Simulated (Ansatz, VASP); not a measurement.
Two plane-wave programs on CsSbSI2

INCAR

```
SYSTEM = CsSbSI2
  PREC = Accurate
  ENCUT = 520
  EDIFF = 1E-6
  ISMEAR = 0
  SIGMA = 0.05
  LREAL = .False.
  LASPH = .True.
  NELM = 60
  ALGO = Normal
  ISIF = 2
  LWAVE = .False.
  LCHARG = .False.
  GGA = PE
  NBANDS = 25
```

The input KPOINTS:

```
Automatic mesh
0
Gamma
  6 6 8
  0 0 0
```

File POSCAR:

```
CsSbSI2
1.0
    6.0415232117     -0.0881245119      0.1106297675
   -0.0881245119      6.2429958226     -0.0800959517
    0.0889882700     -0.0644275075      4.8786929145
Cs Sb S I
1 1 1 2
Direct
    0.0049417079      0.0067165467     -0.0012959573
    0.4959757666      0.5088995035      0.5153646655
    0.5161095882      0.4894616971     -0.0218818166
   -0.0056677783      0.4920764997      0.5034434314
    0.4886407155      0.0028473349      0.5043677105
```

Input for Ansatz:

```yaml
crystal:
  lattice:
    - [6.0415232117, -0.0881245119, 0.1106297675]
    - [-0.0881245119, 6.2429958226, -0.0800959517]
    - [0.08898827, -0.0644275075, 4.8786929145]
  atoms:
    - { symbol: Cs, position: [0.0049417079, 0.0067165467, -0.0012959573] }
    - { symbol: Sb, position: [0.4959757666, 0.5088995035, 0.5153646655] }
    - { symbol: S, position: [0.5161095882, 0.4894616971, -0.0218818166] }
    - { symbol: I, position: [-0.0056677783, 0.4920764997, 0.5034434314] }
    - { symbol: I, position: [0.4886407155, 0.0028473349, 0.5043677105] }
basis:
  ecutwfc: 420
kpoints:
  mp_grid: { grid: [6, 6, 8] }
hamiltonian:
  xc: pbe
scf:
  occupations: { method: gaussian, width: 0.05 }
output:
  forces: true
  stress: true
  eigenvalues: true
  populations: true
```

Change from the starting cell: all atoms moved at random, cell strained at random.

Alike in both runs: task single point; functional PBE; k mesh 6 × 6 × 8; occupations gaussian, width 0.05 eV; no spin polarisation.

```csv
,VASP,Ansatz
version,VASP 6.6.1,Ansatz 0.2.0
potentials or method,"VASP PAW PBE potentials, release 64 (Cs_sv, Sb, S, I), cutoff 520 eV","scalar-relativistic, plane waves, PAW"
valence electrons in the cell,34,64
```

```csv
,VASP,Ansatz,Ansatz less VASP
gap on the k mesh at the Fermi level (eV),none,none,-
pressure (GPa),4.4,4.4,-0.02
"traceless stress, the component that is largest in VASP (GPa)",3.60,3.51,-0.094
rms of the force components (eV/Å),0.534,0.509,-0.0246
```

Atom by atom the forces differ by 0.025 eV/Å (rms over components). A gap of «none» marks a metal or a gap that the smearing closes. The functional is the same, so the differences come from potentials, cutoffs and numerics. VASP's potentials hold 34 valence electrons a cell and Ansatz's 64, so a difference there can come from the potentials and not from the codes.

Neither program's run includes spin-orbit coupling.
